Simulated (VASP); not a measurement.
Write the native input for VASP 6.6.1 that does the following.

```
Task                   : single point
Functional             : PBE
Potentials or basis    : VASP PAW PBE potentials, release 64 (Al, Ni)
Cutoff                 : 520 eV
k mesh                 : 14 × 14 × 14
Occupations            : gaussian, width 0.15 eV
Spin                   : no spin polarisation
Dipole correction      : no
Further INCAR settings : ALGO = Normal; EDIFF = 1e-06; NBANDS = 24
```

The structure of AlNi3 lies in POSCAR:

```
AlNi3
1.0
    0.0000000000      2.8854603200      2.8854603200
    2.8854603200      0.0000000000      2.8854603200
    2.8854603200      2.8854603200      0.0000000000
Al Ni
1 3
Direct
    0.5000000000      0.5000000000      0.5000000000
    0.2500000000      0.2500000000      0.2500000000
    0.0000000000      0.0000000000      0.0000000000
    0.7500000000      0.7500000000      0.7500000000
```

The input as run:

INCAR

```
PREC = Accurate
ENCUT = 520
EDIFF = 1E-6
ISMEAR = 0
SIGMA = 0.15
LREAL = False
LASPH = True
NELM = 60
ALGO = Normal
ISIF = 2
LWAVE = False
LCHARG = False
GGA = PE
NBANDS = 24
```

KPOINTS

```
Automatic mesh
0
Gamma
  14 14 14
```

Potentials or basis: VASP PAW PBE potentials, release 64 (Al, Ni).

Run with:

```bash
$ cat potpaw_PBE.64/Al/POTCAR potpaw_PBE.64/Ni/POTCAR > POTCAR
$ mpirun -np 1 vasp_std > vasp.out
```

It gave:

The pressure is -8.1 GPa.

It took 53 s on 1 thread of Intel(R) Xeon(R) 6975P-C (Granite Rapids), with other jobs on the host, peak memory 0.24 GiB.
